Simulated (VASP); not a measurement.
# TePt (R-3m) in VASP: single point with PBEsol

Aim: the single point of TePt with PBEsol.

Everything below comes from runs of VASP 6.6.1. Logs are shortened: lines on timing, memory, paths and dates and some standing lists are left out, and cuts for length are marked.

## Step 1: The cell of the first run

It takes space group R-3m (No. 166, trigonal). The conventional cell has a = 3.974 Å, b = 3.974 Å, c = 20.768 Å, α = 90.00°, β = 90.00°, γ = 120.00°. Te (site symmetry 3m) has 3 Pt at 2.60 Å within 3.4 Å. Pt (site symmetry 3m) has 3 Te at 2.60 Å and 3 Pt at 2.74 Å within 3.4 Å.

## Step 2: Single point, PBEsol

Input file INCAR:

```
SYSTEM = TePt
PREC     = Accurate       ! precision mode
ENCUT    = 520            ! plane-wave cutoff, eV
EDIFF    = 1E-6           ! SCF threshold, eV
ISMEAR   = -1             ! smearing method
SIGMA    = 0.08           ! smearing width, eV
LREAL    = .False.        ! projectors in reciprocal space
LASPH    = .True.         ! aspherical terms in the spheres
NELM     = 60             ! most SCF steps
ALGO     = Normal         ! electronic algorithm
ISIF     = 2              ! what is computed and relaxed
LWAVE    = .False.        ! write WAVECAR
LCHARG   = .True.         ! write CHGCAR
GGA      = PS             ! functional
LELF     = .True.         ! ELF
LVHAR    = .True.       
NBANDS   = 24             ! bands
```

Input file KPOINTS:

```
Automatic mesh
0
Gamma
  10 10 10
  0 0 0
```

Input file POSCAR:

```
TePt
1.0
    1.9869027448      1.1471388346      6.9227446657
   -1.9869027448      1.1471388346      6.9227446657
    0.0000000000     -2.2942776691      6.9227446657
Te Pt
2 2
Direct
    0.9046298600      0.9046298600      0.9046298600
    0.0953701400      0.0953701400      0.0953701400
    0.6305913400      0.6305913400      0.6305913400
    0.3694086600      0.3694086600      0.3694086600
```

Potentials or basis: VASP PAW PBE potentials, release 64 (Te, Pt).

Launch:

```console
$ cat potpaw_PBE.64/Te/POTCAR potpaw_PBE.64/Pt/POTCAR > POTCAR
$ mpirun -np 1 vasp_std > vasp.out
```

OUTCAR:

```text
SYSTEM = TePt
   PREC = Accurate
   ENCUT = 520
   EDIFF = 1E-6
   ISMEAR = -1
   LREAL = .False.
   LASPH = .True.
   NELM = 60
   ISIF = 2
   GGA = PS

 ion  position               nearest neighbor table
   1  0.905  0.905  0.905-   3 2.60   3 2.60   3 2.60   4 3.57   4 3.57   4 3.57
   2  0.095  0.095  0.095-   4 2.60   4 2.60   4 2.60   3 3.57   3 3.57   3 3.57
   3  0.631  0.631  0.631-   1 2.60   1 2.60   1 2.60   4 2.74   4 2.74   4 2.74   2 3.57   2 3.57
                             2 3.57
   4  0.369  0.369  0.369-   2 2.60   2 2.60   2 2.60   3 2.74   3 2.74   3 2.74   1 3.57   1 3.57
                             1 3.57

  LATTYP: Found a trigonal (rhomboedric) cell.
 ALAT       =     7.2930174640
 COS(alpha) =     0.8515539288

  Lattice vectors:

 A1 = (   1.9869027448,   1.1471388346,   6.9227446657)
 A2 = (  -1.9869027448,   1.1471388346,   6.9227446657)
 A3 = (   0.0000000000,  -2.2942776691,   6.9227446657)

Analysis of symmetry for initial positions (statically):
=====================================================================
 Subroutine PRICEL returns:
 Original cell was already a primitive cell.

 Routine SETGRP: Setting up the symmetry group for a
 trigonal (rhombohedral) supercell.

 Subroutine GETGRP returns: Found 12 space group operations
 (whereof 12 operations were pure point group operations)
 out of a pool of 12 trial point group operations.

The static configuration has the point symmetry D_3d.

Analysis of symmetry for dynamics (positions and initial velocities):
=====================================================================
 Subroutine PRICEL returns:
 Original cell was already a primitive cell.

 Routine SETGRP: Setting up the symmetry group for a
 trigonal (rhombohedral) supercell.

 Subroutine GETGRP returns: Found 12 space group operations
 (whereof 12 operations were pure point group operations)
 out of a pool of 12 trial point group operations.

The dynamic configuration has the point symmetry D_3d.

 Subroutine INISYM returns: Found 12 space group operations
 (whereof 12 operations are pure point group operations),
 and found     1 'primitive' translations

----------------------------------------------------------------------------------------

                                     Primitive cell

  volume of cell :      94.6721

  direct lattice vectors                    reciprocal lattice vectors
     1.986902745  1.147138835  6.922744666     0.251647949  0.145289011  0.048150459
    -1.986902745  1.147138835  6.922744666    -0.251647949  0.145289011  0.048150459
     0.000000000 -2.294277669  6.922744666     0.000000000 -0.290578022  0.048150459

  length of vectors
     7.293017464  7.293017464  7.293017464     0.294540411  0.294540411  0.294540411

  position of ions in fractional coordinates (direct lattice)
     0.904629860  0.904629860  0.904629860
     0.095370140  0.095370140  0.095370140
     0.630591340  0.630591340  0.630591340
     0.369408660  0.369408660  0.369408660

  ion indices of the primitive-cell ions
   primitive index   ion index
                 1           1
                 2           2
                 3           3
                 4           4

----------------------------------------------------------------------------------------

 KPOINTS: Automatic mesh

Automatic generation of k-mesh.
 Grid dimensions read from file:
 generate k-points for:   10   10   10

 Generating k-lattice:

  Cartesian coordinates                     Fractional coordinates (reciprocal lattice)
     0.025164795  0.014528901  0.004815046     0.100000000 -0.000000000  0.000000000
    -0.025164795  0.014528901  0.004815046    -0.000000000  0.100000000  0.000000000
     0.000000000 -0.029057802  0.004815046     0.000000000  0.000000000  0.100000000

  Length of vectors
     0.029454041  0.029454041  0.029454041

  Shift w.r.t. Gamma in fractional coordinates (k-lattice)
     0.000000000  0.000000000  0.000000000

 Subroutine IBZKPT returns following result:
 ===========================================

 Found    116 irreducible k-points:

 Following reciprocal coordinates:
            Coordinates               Weight
  0.000000  0.000000  0.000000      1.000000
  0.100000  0.000000  0.000000      6.000000
  0.200000  0.000000  0.000000      6.000000
  0.300000 -0.000000  0.000000      6.000000
  0.400000 -0.000000  0.000000      6.000000
  0.500000  0.000000  0.000000      3.000000
[... 16 lines left out ...]
  0.300000  0.300000  0.000000      6.000000
  0.400000  0.300000  0.000000     12.000000
 [... further k-points ...]
   k-points           NKPTS =    116   k-points in BZ     NKDIM =    116   number of bands    NBANDS=     24
   number of dos      NEDOS =    301   number of ions     NIONS =      4
   total plane-waves  NPLWV = 157464
   dimension x,y,z NGX =    54 NGY =   54 NGZ =   54
   dimension x,y,z NGXF=   108 NGYF=  108 NGZF=  108
   ions per type =               2   2
   NGX,Y,Z   is equivalent  to a cutoff of  12.31, 12.31, 12.31 a.u.
   NGXF,Y,Z  is equivalent  to a cutoff of  24.62, 24.62, 24.62 a.u.
 SYSTEM =  TePt
   PREC   = accura    normal or accurate (medium, high low for compatibility)
   ISTART =      0    job   : 0-new  1-cont  2-samecut
   ICHARG =      2    charge: 1-file 2-atom 10-const
   ISPIN  =      1    spin polarized calculation?
   LNONCOLLINEAR =      F non collinear calculations
   LSORBIT =      F    spin-orbit coupling
   LASPH  =      T    aspherical Exc in radial PAW
   ENCUT  =  520.0 eV  38.22 Ry    6.18 a.u.  13.56 13.56 13.56*2*pi/ulx,y,z
   NELM   =     60;   NELMIN=  2; NELMDL= -5     # of ELM steps
   EDIFF  = 0.1E-05   stopping-criterion for ELM
   LREAL  =      F    real-space projection
   EDIFFG = 0.1E-04   stopping-criterion for IOM
   NSW    =      0    number of steps for IOM
   IBRION =     -1    ionic relax: 0-MD 1-quasi-New 2-CG
   NFREE  =      0    steps in history (QN), initial steepest desc. (CG)
   ISIF   =      2    stress and relaxation
   ISYM   =      2    0-nonsym 1-usesym 2-fastsym
   POTIM  = 0.5000    time-step for ionic-motion
   TEBEG  =    0.0;   TEEND  =   0.0 temperature during run
   PSTRESS=    0.0 pullay stress
   NELECT =      32.0000    total number of electrons
   NUPDOWN=      -1.0000    fix difference up-down
   EMIN   =  10.00;   EMAX   =-10.00  energy-range for DOS
   EFERMI =   0.00;   METHOD = LEGACY
   ISMEAR =    -1;   SIGMA  =   0.08  broadening in eV -4-tet -1-fermi 0-gaus
   EFERMI_NEDOS =   21; number of points for ismear=-14 and -15
   IALGO  =     38    algorithm
   IMIX   =      4    mixing-type and parameters
     AMIX     =   0.40;   BMIX     =  1.00
     AMIX_MAG =   1.60;   BMIX_MAG =  1.00
  volume/ion in A,a.u.               =      23.67       159.72
  Fermi-wavevector in a.u.,A,eV,Ry     =   1.140383  2.155012 17.694018  1.300474
  Thomas-Fermi vector in A             =   2.277085
   LORBIT       =      0    0 simple, 1 ext, 2 COOP (PROOUT), +10 PAW based schemes
   GGA     = PS    functional components
   LHFCALC =     F    Hartree Fock is set to
   AEXX    =    0.0000 exact exchange contribution
   IVDW    =     0    specifies the selected vdW correction
   LEPSILON=     F    determine dielectric tensor
   LRPA    =     F    only Hartree local field effects (RPA)
 non-spin polarized calculation
  energy-cutoff  :      520.00
  volume of cell :       94.67
 maximum number of plane-waves:      2585
   NGX = 27   NGY = 27   NGZ = 27

 number of electron      32.0000001 magnetization

 Free energy of the ion-electron system (eV)
  ---------------------------------------------------
  ext. energy  EPLUGINS =         0.00000000
  ---------------------------------------------------
  free energy    TOTEN  =       -22.33484828 eV

  energy without entropy =      -22.29624006  energy(sigma->0) =      -22.31554417

 E-fermi :   7.6899     XC(G=0): -10.7872

 val. band max:        7.6775379510   @ k =  -0.3000   0.2000   0.1000
 cond. band min:       7.6925204797   @ k =  -0.1000   0.2000   0.1000
 fundamental gap:      0.0149825287
 Fermi energy:         7.6898509686

 k-point     1 :       0.0000    0.0000    0.0000
  band No.  band energies     occupation
      1      -5.4121      2.00000
      2      -4.1485      2.00000
      3       1.1326      2.00000
      4       2.3030      2.00000
      5       2.3030      2.00000
      6       2.9750      2.00000
[... 16 lines left out ...]
     23      14.0921      0.00000
     24      15.5828      0.00000

 k-point     2 :       0.1000    0.0000    0.0000
  band No.  band energies     occupation
      1      -5.3119      2.00000
      2      -4.1068      2.00000
      3       1.2328      2.00000
      4       2.3240      2.00000
      5       2.3512      2.00000
      6       2.8301      2.00000
[... 16 lines left out ...]
     23      14.3326      0.00000
     24      14.8494      0.00000

 k-point     3 :       0.2000    0.0000    0.0000
  band No.  band energies     occupation
      1      -5.0324      2.00000
      2      -3.9873      2.00000
      3       1.4560      2.00000
      4       2.1998      2.00000
      5       2.4042      2.00000
      6       2.7610      2.00000
[... 16 lines left out ...]
     23      14.8923      0.00000
     24      15.0360      0.00000
[... 514 lines left out ...]
 k-point    23 :       0.3000    0.3000    0.0000
  band No.  band energies     occupation
      1      -4.5629      2.00000
      2      -3.9375      2.00000
      3       1.6799      2.00000
      4       2.0522      2.00000
      5       2.5712      2.00000
      6       2.7525      2.00000
[... 16 lines left out ...]
     23      14.5471      0.00000
     24      15.5913      0.00000

 k-point    24 :       0.4000    0.3000    0.0000
  band No.  band energies     occupation
      1      -4.3000      2.00000
      2      -3.8502      2.00000
      3       1.4855      2.00000
      4       2.1369      2.00000
      5       2.7379      2.00000
      6       2.7782      2.00000
[... 16 lines left out ...]
     23      13.7651      0.00000
     24      16.0213      0.00000

 [... further k-points ...]

------------------------ aborting loop because EDIFF is reached ----------------------------------------

  FORCE on cell =-STRESS in cart. coord.  units (eV):
  Direction    XX          YY          ZZ          XY          YZ          ZX
  --------------------------------------------------------------------------------------
  -------------------------------------------------------------------------------------
  Total       -1.4989987     -1.4989987     -1.7517571      0.0000000     -0.0000000      0.0000000
  in kB      -25.3682011    -25.3682011    -29.6457417      0.0000000     -0.0000000      0.0000000
  external PRESSURE =     -26.7940480 kB  Pullay stress =       0.0000000 kB

 VOLUME and BASIS-vectors are now :
 -----------------------------------------------------------------------------
  energy-cutoff  :      520.00
  volume of cell :       94.67
      direct lattice vectors                 reciprocal lattice vectors
     1.986902745  1.147138835  6.922744666     0.251647949  0.145289011  0.048150459
    -1.986902745  1.147138835  6.922744666    -0.251647949  0.145289011  0.048150459
     0.000000000 -2.294277669  6.922744666     0.000000000 -0.290578022  0.048150459

 POSITION                                       TOTAL-FORCE (eV/Angst)
 -----------------------------------------------------------------------------------
      0.00000      0.00000     18.78756         0.000000      0.000000      0.024391
      0.00000      0.00000      1.98067         0.000000     -0.000000     -0.024391
      0.00000      0.00000     13.09627         0.000000      0.000000      0.172539
      0.00000      0.00000      7.67197         0.000000     -0.000000     -0.172539
 -----------------------------------------------------------------------------------
    total drift:                                0.000000      0.000000     -0.000000

  FREE ENERGIE OF THE ION-ELECTRON SYSTEM (eV)
  ---------------------------------------------------
  free  energy   TOTEN  =       -22.3348482850 eV

  energy  without entropy=      -22.2962400619  energy(sigma->0) =      -22.31554417
```

It took 18 min on 1 thread of Intel Xeon Platinum 8259CL at 2.50GHz (Skylake/Cascade Lake), shared host; peak memory 0.53 GiB.

What came out:

```
Free energy            : -22.3348 eV
Pressure               : -2.7 GPa
Largest force          : 0.173 eV/Å
Band gap on the k mesh : zero (bands 16 and 17 overlap by 2.44 eV)
```

Forces in eV/Å, atoms in the order of the input:
```
Te   0.000  0.000  0.024
Te   0.000  0.000 -0.024
Pt   0.000  0.000  0.173
Pt   0.000  0.000 -0.173
```

Levels at points of the mesh, in eV from the Fermi level:
| k point | band 12 | band 13 | band 14 | band 15 | band 16 | band 17 | band 18 | band 19 | band 20 | band 21 |
| --- | --- | --- | --- | --- | --- | --- | --- | --- | --- | --- |
| (0.00, 0.00, 0.00) | -1.94 | -1.71 | 0.64 | 0.84 | 0.84 | 1.12 | 2.76 | 2.76 | 4.52 | 5.88 |
| (0.50, 0.00, 0.00) | -2.48 | -2.45 | -1.92 | -1.83 | -1.05 | 0.26 | 1.49 | 1.89 | 3.66 | 4.79 |
| (0.50, 0.50, 0.00) | -2.45 | -2.43 | -1.81 | -1.54 | -1.24 | -1.20 | 2.38 | 3.51 | 4.63 | 5.23 |
| (0.50, 0.50, 0.50) | -1.93 | -1.67 | -1.60 | 1.23 | 1.23 | 2.12 | 2.12 | 3.30 | 4.46 | 4.99 |

Caveat: the PAW data sets were made with another functional, which shifts forces and pressure a little; spin-orbit coupling is left out, which moves the levels of the heavy elements.
